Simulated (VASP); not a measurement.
# Al3BN2 (P-6m2) in VASP: a series of runs

The runs below take Al3BN2 through relaxation of cell and atoms, with PBE.

Everything below comes from runs of VASP 6.6.1. Logs are shortened: lines on timing, memory, paths and dates and some standing lists are left out, and cuts for length are marked.

### 1 The cell of the first run

The structure is hexagonal, space group P-6m2 (No. 187). Conventional cell: a = 3.735 Å, b = 3.735 Å, c = 6.145 Å, α = 90.00°, β = 90.00°, γ = 120.00°. Al (site symmetry -6m2) has 2 Al at 1.75 Å and 3 B at 2.16 Å and 3 N at 2.16 Å within 2.3 Å. Al (site symmetry 3m) has 1 N at 1.33 Å and 1 Al at 1.75 Å within 1.8 Å. B (site symmetry -6m2) has 9 Al at 2.16 to 2.77 Å and 3 N at 2.16 Å within 2.9 Å. N (site symmetry -6m2) has 2 Al at 1.33 Å within 1.8 Å. Within 2.9 Å of N (site symmetry -6m2) lie 3 B at 2.16 Å and 9 Al at 2.16 to 2.77 Å.

The cell was built from a structure type or drawn by symmetry, and may not be a known phase.

### 2 Relaxation of cell and atoms, PBE

The input, INCAR:

```
PREC = Accurate ; ENCUT = 600
EDIFF = 1E-7 ; ISMEAR = 0
SIGMA = 0.15 ; LREAL = False
LASPH = True ; NELM = 120
ALGO = Normal ; ISIF = 3
LWAVE = False ; LCHARG = False
GGA = PE ; IBRION = 2
NSW = 36 ; EDIFFG = -0.08
GGA_COMPAT = False ; NELMIN = 4
```

The input, KPOINTS:

```
Automatic mesh
0
Gamma
  4 4 2
```

The input, POSCAR:

```
Al3BN2
1.0
    3.7354949900      0.0000000000      0.0000000000
   -1.8677474900      3.2350335600      0.0000000000
    0.0000000000      0.0000000000      6.1445504100
Al B N
3 1 2
Direct
    0.3333333300      0.6666666700      0.0000000000
    0.3333333300      0.6666666700      0.2841880700
    0.3333333300      0.6666666700      0.7158119300
    0.0000000000      0.0000000000      0.0000000000
    0.3333333300      0.6666666700      0.5000000000
    0.6666666700      0.3333333300      0.0000000000
```

Potentials or basis: VASP PAW PBE potentials, release 64 (Al, B, N).

Started as:

```sh
> cat potpaw_PBE.64/Al/POTCAR potpaw_PBE.64/B/POTCAR potpaw_PBE.64/N/POTCAR > POTCAR
> mpirun -np 1 vasp_std > vasp.out
```

OUTCAR:

```text
PREC = Accurate
   ENCUT = 600
   EDIFF = 1E-7
   ISMEAR = 0
   LREAL = False
   LASPH = True
   NELM = 120
   ISIF = 3
   GGA = PE
   IBRION = 2
   NSW = 36
   EDIFFG = -0.08
   NELMIN = 4

 ion  position               nearest neighbor table
   1  0.333  0.667  0.000-   2 1.75   3 1.75   4 2.16   6 2.16   6 2.16   4 2.16   4 2.16   6 2.16

   2  0.333  0.667  0.284-   5 1.33   1 1.75   3 2.65
   3  0.333  0.667  0.716-   5 1.33   1 1.75   2 2.65
   4  0.000  0.000  0.000-   1 2.16   1 2.16   1 2.16
   5  0.333  0.667  0.500-   2 1.33   3 1.33
   6  0.667  0.333  0.000-   1 2.16   1 2.16   1 2.16

  LATTYP: Found a hexagonal cell.
 ALAT       =     3.7354949900
 C/A-ratio  =     1.6449092895

  Lattice vectors:

 A1 = (   3.7354949900,   0.0000000000,   0.0000000000)
 A2 = (  -1.8677474900,   3.2350335600,   0.0000000000)
 A3 = (   0.0000000000,   0.0000000000,   6.1445504100)

Analysis of symmetry for initial positions (statically):
=====================================================================
 Subroutine PRICEL returns:
 Original cell was already a primitive cell.

 Routine SETGRP: Setting up the symmetry group for a
 hexagonal supercell.

 Subroutine GETGRP returns: Found 12 space group operations
 (whereof 12 operations were pure point group operations)
 out of a pool of 24 trial point group operations.

The static configuration has the point symmetry D_3h.

Analysis of symmetry for dynamics (positions and initial velocities):
=====================================================================
 Subroutine PRICEL returns:
 Original cell was already a primitive cell.

 Routine SETGRP: Setting up the symmetry group for a
 hexagonal supercell.

 Subroutine GETGRP returns: Found 12 space group operations
 (whereof 12 operations were pure point group operations)
 out of a pool of 24 trial point group operations.

The dynamic configuration has the point symmetry D_3h.

 Subroutine INISYM returns: Found 12 space group operations
 (whereof 12 operations are pure point group operations),
 and found     1 'primitive' translations

----------------------------------------------------------------------------------------

                                     Primitive cell

  volume of cell :      74.2535

  direct lattice vectors                    reciprocal lattice vectors
     3.735494990  0.000000000  0.000000000     0.267702139  0.154557902  0.000000000
    -1.867747490  3.235033560  0.000000000     0.000000000  0.309115804  0.000000000
     0.000000000  0.000000000  6.144550410     0.000000000  0.000000000  0.162745837

  length of vectors
     3.735494990  3.735494990  6.144550410     0.309115804  0.309115804  0.162745837

  position of ions in fractional coordinates (direct lattice)
     0.333333330  0.666666670  0.000000000
     0.333333330  0.666666670  0.284188070
     0.333333330  0.666666670  0.715811930
     0.000000000  0.000000000  0.000000000
     0.333333330  0.666666670  0.500000000
     0.666666670  0.333333330  0.000000000

  ion indices of the primitive-cell ions
   primitive index   ion index
                 1           1
                 2           2
                 3           3
                 4           4
                 5           5
                 6           6

----------------------------------------------------------------------------------------

 KPOINTS: Automatic mesh

Automatic generation of k-mesh.
 Grid dimensions read from file:
 generate k-points for:    4    4    2

 Generating k-lattice:

  Cartesian coordinates                     Fractional coordinates (reciprocal lattice)
     0.066925535  0.038639475  0.000000000     0.250000000 -0.000000000  0.000000000
     0.000000000  0.077278951  0.000000000     0.000000000  0.250000000  0.000000000
     0.000000000  0.000000000  0.081372919     0.000000000  0.000000000  0.500000000

  Length of vectors
     0.077278951  0.077278951  0.081372919

  Shift w.r.t. Gamma in fractional coordinates (k-lattice)
     0.000000000  0.000000000  0.000000000

 Subroutine IBZKPT returns following result:
 ===========================================

 Found      8 irreducible k-points:

 Following reciprocal coordinates:
            Coordinates               Weight
  0.000000  0.000000  0.000000      1.000000
  0.250000  0.000000  0.000000      6.000000
  0.500000  0.000000  0.000000      3.000000
  0.250000  0.250000  0.000000      6.000000
  0.000000  0.000000  0.500000      1.000000
  0.250000  0.000000  0.500000      6.000000
  0.500000  0.000000  0.500000      3.000000
  0.250000  0.250000  0.500000      6.000000
   k-points           NKPTS =      8   k-points in BZ     NKDIM =      8   number of bands    NBANDS=     15
   number of dos      NEDOS =    301   number of ions     NIONS =      6
   total plane-waves  NPLWV =  45000
   dimension x,y,z NGX =    30 NGY =   30 NGZ =   50
   dimension x,y,z NGXF=    60 NGYF=   60 NGZF=  100
   ions per type =               3   1   2
   NGX,Y,Z   is equivalent  to a cutoff of  13.35, 13.35, 13.53 a.u.
   NGXF,Y,Z  is equivalent  to a cutoff of  26.70, 26.70, 27.06 a.u.
 SYSTEM =  unknown system
   PREC   = accura    normal or accurate (medium, high low for compatibility)
   ISTART =      0    job   : 0-new  1-cont  2-samecut
   ICHARG =      2    charge: 1-file 2-atom 10-const
   ISPIN  =      1    spin polarized calculation?
   LNONCOLLINEAR =      F non collinear calculations
   LSORBIT =      F    spin-orbit coupling
   LASPH  =      T    aspherical Exc in radial PAW
   ENCUT  =  600.0 eV  44.10 Ry    6.64 a.u.   7.46  7.46 12.27*2*pi/ulx,y,z
   NELM   =    120;   NELMIN=  4; NELMDL= -5     # of ELM steps
   EDIFF  = 0.1E-06   stopping-criterion for ELM
   LREAL  =      F    real-space projection
   EDIFFG = -.8E-01   stopping-criterion for IOM
   NSW    =     36    number of steps for IOM
   IBRION =      2    ionic relax: 0-MD 1-quasi-New 2-CG
   NFREE  =      1    steps in history (QN), initial steepest desc. (CG)
   ISIF   =      3    stress and relaxation
   ISYM   =      2    0-nonsym 1-usesym 2-fastsym
   POTIM  = 0.5000    time-step for ionic-motion
   TEBEG  =    0.0;   TEEND  =   0.0 temperature during run
   PSTRESS=    0.0 pullay stress
   NELECT =      22.0000    total number of electrons
   NUPDOWN=      -1.0000    fix difference up-down
   EMIN   =  10.00;   EMAX   =-10.00  energy-range for DOS
   EFERMI =   0.00;   METHOD = LEGACY
   ISMEAR =     0;   SIGMA  =   0.15  broadening in eV -4-tet -1-fermi 0-gaus
   EFERMI_NEDOS =   21; number of points for ismear=-14 and -15
   IALGO  =     38    algorithm
   IMIX   =      4    mixing-type and parameters
     AMIX     =   0.40;   BMIX     =  1.00
     AMIX_MAG =   1.60;   BMIX_MAG =  1.00
  volume/ion in A,a.u.               =      12.38        83.51
  Fermi-wavevector in a.u.,A,eV,Ry     =   1.091382  2.062413 16.206093  1.191114
  Thomas-Fermi vector in A             =   2.227626
   LORBIT       =      0    0 simple, 1 ext, 2 COOP (PROOUT), +10 PAW based schemes
   GGA     = PE    functional components
   LHFCALC =     F    Hartree Fock is set to
   AEXX    =    0.0000 exact exchange contribution
   IVDW    =     0    specifies the selected vdW correction
   LEPSILON=     F    determine dielectric tensor
   LRPA    =     F    only Hartree local field effects (RPA)
 conjugate gradient relaxation of ions
 non-spin polarized calculation
 Gauss-broadening in eV      SIGMA  =   0.15
  energy-cutoff  :      600.00
  volume of cell :       74.25
 maximum number of plane-waves:      2539
 NGX is ok and might be reduce to    30
   NGX = 15   NGY = 15   NGZ = 25

--------------------------------------- Ionic step        1  -------------------------------------------

 number of electron      22.0000001 magnetization

 Free energy of the ion-electron system (eV)
  ---------------------------------------------------
  ext. energy  EPLUGINS =         0.00000000
  ---------------------------------------------------
  free energy    TOTEN  =        -9.17791461 eV

  energy without entropy =       -9.14647373  energy(sigma->0) =       -9.16219417

------------------------ aborting loop because EDIFF is reached ----------------------------------------

  FORCE on cell =-STRESS in cart. coord.  units (eV):
  Direction    XX          YY          ZZ          XY          YZ          ZX
  --------------------------------------------------------------------------------------
  -------------------------------------------------------------------------------------
  Total        1.8274648      1.8274648    147.7282367      0.0000000     -0.0000000      0.0000000
  in kB       39.4314308     39.4314308   3187.5502230      0.0000001     -0.0000000      0.0000000
  external PRESSURE =    1088.8043615 kB  Pullay stress =       0.0000000 kB
[... 391 lines left out ...]
 k-point     8 :       0.2500    0.2500    0.5000
  band No.  band energies     occupation
      1     -11.2684      2.00000
      2      -8.5199      2.00000
      3      -5.2607      2.00000
      4      -3.7076      2.00000
      5      -0.2697      2.00000
      6      -0.2226      2.00000
      7       2.1399      2.00000
      8       2.5634      2.00000
      9       3.1203      2.00000
     10       3.1217      2.00000
     11       4.2338      0.92150
     12       4.2637      0.70328
     13       5.2269      0.00000
     14       6.3879      0.00000
     15       7.3909      0.00000

[... ionic steps 4 to 23 ...]

--------------------------------------- Ionic step       24  -------------------------------------------

 number of electron      22.0000007 magnetization

------------------------ aborting loop because EDIFF is reached ----------------------------------------

  FORCE on cell =-STRESS in cart. coord.  units (eV):
  Direction    XX          YY          ZZ          XY          YZ          ZX
  --------------------------------------------------------------------------------------
  -------------------------------------------------------------------------------------
  Total       -0.1692437     -0.1692437      0.3649868     -0.0000000      0.0000000      0.0000000
  in kB       -2.5440075     -2.5440075      5.4863433     -0.0000000      0.0000000      0.0000000
  external PRESSURE =       0.1327761 kB  Pullay stress =       0.0000000 kB
[... 65 lines left out ...]
  energy  without entropy=      -27.2006624240  energy(sigma->0) =      -27.22219490

--------------------------------------- Ionic step       26  -------------------------------------------

 number of electron      22.0000008 magnetization

 Free energy of the ion-electron system (eV)
  ---------------------------------------------------
  ext. energy  EPLUGINS =         0.00000000
  ---------------------------------------------------
  free energy    TOTEN  =       -27.24391492 eV

  energy without entropy =      -27.20106067  energy(sigma->0) =      -27.22248780

 E-fermi :   2.8093     XC(G=0):  -8.7574

 val. band max:        2.7943409296   @ k =   0.2500   0.0000   0.0000
 cond. band min:       3.0679439176   @ k =   0.5000   0.0000   0.5000
 fundamental gap:      0.2736029880
 Fermi energy:         2.8093089109

 k-point     1 :       0.0000    0.0000    0.0000
  band No.  band energies     occupation
      1     -12.1234      2.00000
      2     -10.1094      2.00000
      3      -3.5666      2.00000
      4      -2.6894      2.00000
      5      -1.0725      2.00000
      6      -0.8598      2.00000
      7      -0.8598      2.00000
      8       0.6964      2.00000
      9       2.5249      1.99267
     10       2.5249      1.99267
     11       2.7819      1.20363
     12       2.7819      1.20363
[... 160 lines left out ...]
  FREE ENERGIE OF THE ION-ELECTRON SYSTEM (eV)
  ---------------------------------------------------
  free  energy   TOTEN  =       -27.2439149234 eV

  energy  without entropy=      -27.2010606706  energy(sigma->0) =      -27.22248780

 reached required accuracy - stopping structural energy minimisation
```

Run time: 4.1 min. Hardware: 1 thread of AMD EPYC 9R45 (Zen 5), shared host; peak memory 0.18 GiB.

What came out:

```yaml
Free_energy: -27.2439 eV
Relaxed_volume: 17.75 Å³/atom
Relaxed_cell: a = 3.802 Å, b = 3.802 Å, c = 8.508 Å, α = 90.00°, β = 90.00°, γ = 120.00°
Space_group_after_relaxing_to_0.1_Å: P-6m2 (No. 187)
Energy_gained_by_relaxing: 3011.0 meV/atom
Ionic_steps: 26
Pressure_after_relaxing: -0.1 GPa
Largest_force_after_relaxing: 0.024 eV/Å
Band_gap_on_the_k_mesh: zero (bands 11 and 12 overlap by 0.36 eV)
```

Forces in eV/Å, atoms in the order of the input:
```
Al   0.000  0.000  0.000
Al   0.000  0.000  0.024
Al   0.000  0.000 -0.024
B    0.000  0.000  0.000
N    0.000  0.000  0.000
N    0.000  0.000  0.000
```

Stress tensor (GPa, compression positive):
```
-0.17  0.00  0.00
 0.00 -0.17  0.00
 0.00  0.00 -0.04
```

The path:
| step | energy change (eV) | largest force (eV/Å) | pressure (GPa) | volume (Å³) |
| --- | --- | --- | --- | --- |
| 1 | 0.0000 | 14.5427 | 108.88 | 74.25 |
| 2 | -4.2757 | 2.3867 | -6.27 | 167.26 |
| 3 | -5.0365 | 3.0211 | -5.34 | 159.51 |
| 4 | -5.5958 | 3.6422 | -4.47 | 153.52 |
| 5 | -7.1390 | 10.7175 | 7.46 | 120.87 |
| 6 | -6.6768 | 7.3136 | 1.51 | 134.44 |
| 7 | -8.0812 | 1.0618 | -10.32 | 142.55 |
| 8 | -8.2878 | 2.0184 | -8.11 | 140.03 |
| 9 | -10.3357 | 2.8671 | -5.71 | 122.58 |
| 10 | -15.1715 | 5.2428 | 26.32 | 77.70 |
| 11 | -15.6676 | 1.9472 | 31.62 | 76.38 |
| 12 | -15.6696 | 1.5998 | 32.26 | 76.28 |
| 13 | -16.2669 | 1.2236 | 25.66 | 79.31 |
| 14 | -17.4245 | 0.6100 | 11.54 | 88.90 |
| 15 | -17.8927 | 0.5762 | -3.64 | 110.33 |
| 16 | -17.9517 | 0.4928 | -0.79 | 104.85 |
| 17 | -17.9522 | 0.4836 | -0.39 | 104.16 |
| 18 | -17.9970 | 0.0074 | 0.21 | 104.58 |
| 19 | -18.0158 | 0.6670 | 1.02 | 105.03 |
| 20 | -18.0333 | 0.5512 | 0.52 | 105.75 |
| 21 | -18.0579 | 0.1962 | -0.81 | 107.89 |
| 22 | -18.0580 | 0.1688 | -0.90 | 108.05 |
| 23 | -18.0632 | 0.1406 | -0.49 | 107.37 |
| 24 | -18.0655 | 0.1021 | 0.01 | 106.59 |
| 25 | -18.0658 | 0.0967 | -0.21 | 106.47 |
| 26 | -18.0660 | 0.0236 | -0.13 | 106.52 |

Final structure:
```
Al B N
1.0
     3.80211    0.00000    0.00000
    -1.90105    3.29272    0.00000
     0.00000    0.00000    8.50809
Al B N
3 1 2
Cartesian
  0.0000 2.1951 0.0000
  0.0000 2.1951 2.5518
  0.0000 2.1951 5.9563
  0.0000 0.0000 0.0000
  0.0000 2.1951 4.2540
  1.9011 1.0976 0.0000
```

Caveat: the k points lie up to 0.48 Å⁻¹ apart in the final cell; the volume moved by over 15 % at a fixed basis, so the end points are rough; semilocal functionals underestimate gaps, so a narrow gap can read as zero.

### 3 Relaxation of cell and atoms, PBE

This run uses another cell than the first one, of 15.15 Å³/atom.

The input, INCAR:

```
SYSTEM = Al3BN2
  PREC = Accurate
  ENCUT = 600
  EDIFF = 1E-7
  ISMEAR = 0
  SIGMA = 0.15
  LREAL = .False.
  LASPH = .True.
  NELM = 120
  ALGO = Normal
  ISIF = 3
  LWAVE = .False.
  LCHARG = .False.
  GGA = PE
  IBRION = 2
  NSW = 36
  EDIFFG = -0.08
  GGA_COMPAT = .False.
  NELMIN = 4
```

The input, KPOINTS:

```
regular mesh
0
Gamma
  4 4 2
  0 0 0
```

The input, POSCAR:

```
Al3BN2
1.0
    3.8679570200      0.0000000000      0.0000000000
   -1.9339785100      3.3497490400      0.0000000000
    0.0000000000      0.0000000000      7.0163834600
Al B N
3 1 2
Direct
    0.6666666700      0.3333333300      0.0000000000
    0.6666666700      0.3333333300      0.6847449800
    0.6666666700      0.3333333300      0.3152550200
    0.3333333300      0.6666666700      0.5000000000
    0.0000000000      0.0000000000      0.0000000000
    0.0000000000      0.0000000000      0.5000000000
```

Potentials or basis: VASP PAW PBE potentials, release 64 (Al, B, N).

Started as:

```sh
> cat potpaw_PBE.64/Al/POTCAR potpaw_PBE.64/B/POTCAR potpaw_PBE.64/N/POTCAR > POTCAR
> mpirun -np 1 vasp_std > vasp.out
```

Wall time 1.8 min (1 thread of Intel Xeon 6975P-C (Granite Rapids), shared host); peak memory 0.24 GiB.

It converged, with:

```yaml
Free_energy: -33.8649 eV
Relaxed_volume: 13.17 Å³/atom
Relaxed_cell: a = 2.888 Å, b = 2.888 Å, c = 10.937 Å, α = 90.00°, β = 90.00°, γ = 120.00°
Space_group_after_relaxing_to_0.1_Å: P-6m2 (No. 187)
Energy_gained_by_relaxing: 1233.4 meV/atom
Ionic_steps: 16
Pressure_after_relaxing: -0.6 GPa
Largest_force_after_relaxing: 0.007 eV/Å
Band_gap_on_the_k_mesh: zero (bands 11 and 12 overlap by 2.24 eV)
```

Forces on the atoms (eV/Å):
```
Al   0.000  0.000  0.000
Al   0.000  0.000 -0.007
Al   0.000  0.000  0.007
B    0.000  0.000  0.000
N    0.000  0.000  0.000
N    0.000  0.000  0.000
```

Stress tensor (GPa, compression positive):
```
-0.81  0.00  0.00
 0.00 -0.81  0.00
 0.00  0.00 -0.12
```

The path:
```
step  energy change (eV)  largest force (eV/Å)  pressure (GPa)  volume (Å³)
   1              0.0000                3.1248           -7.72        90.91
   2             -4.3596                1.5625           -3.48        79.67
   3             -4.6953                3.1961           10.60        73.74
   4             -5.9330                1.0395            1.03        80.53
   5             -6.1800                0.8153           -2.98        84.09
   6             -6.5524                0.7086          -11.40        90.75
   7             -6.4362                0.4023            7.06        81.88
   8             -6.9925                0.5996           -5.50        86.26
   9             -7.1854                0.9509            1.39        80.39
  10             -7.1871                0.9889            2.20        79.79
  11             -7.2850                0.7314           -0.20        79.86
  12             -7.3079                0.4798           -2.19        79.89
  13             -7.3717                0.2197           -0.20        78.32
  14             -7.3827                0.0690            1.16        77.40
  15             -7.3972                0.0204            0.18        78.30
  16             -7.4003                0.0072           -0.58        78.99
```

Final structure:
```
Al B N
1.0
     2.88784    0.00000    0.00000
    -1.44392    2.50094    0.00000
     0.00000    0.00000   10.93735
Al B N
3 1 2
Cartesian
  1.4439 0.8336 0.0000
  1.4439 0.8336 7.8663
  1.4439 0.8336 3.0711
  0.0000 1.6673 5.4687
  0.0000 0.0000 0.0000
  2.8878 0.0000 5.4687
```

Levels at points of the mesh, in eV from the Fermi level:
```
           k point  band 8  band 9  band 10  band 11  band 12  band 13  band 14  band 15
(0.00, 0.00, 0.00)   -3.85   -2.78    -2.78    -1.82     2.05     2.58     5.27     5.85
(0.50, 0.00, 0.00)   -3.50   -3.09    -2.68    -2.14    -0.74     0.09     2.00     3.24
(0.00, 0.00, 0.50)   -4.57   -2.79    -2.79    -0.23     0.23     3.50     4.88     5.27
(0.50, 0.00, 0.50)   -3.50   -3.33    -2.53    -1.77    -1.34     0.71     2.00     2.38
```

Caveat: the k points lie up to 0.63 Å⁻¹ apart in the final cell, too coarse for converged energies and pressures of a metal; a cell axis changed by over 15 % at a fixed basis, so the end point is rough.
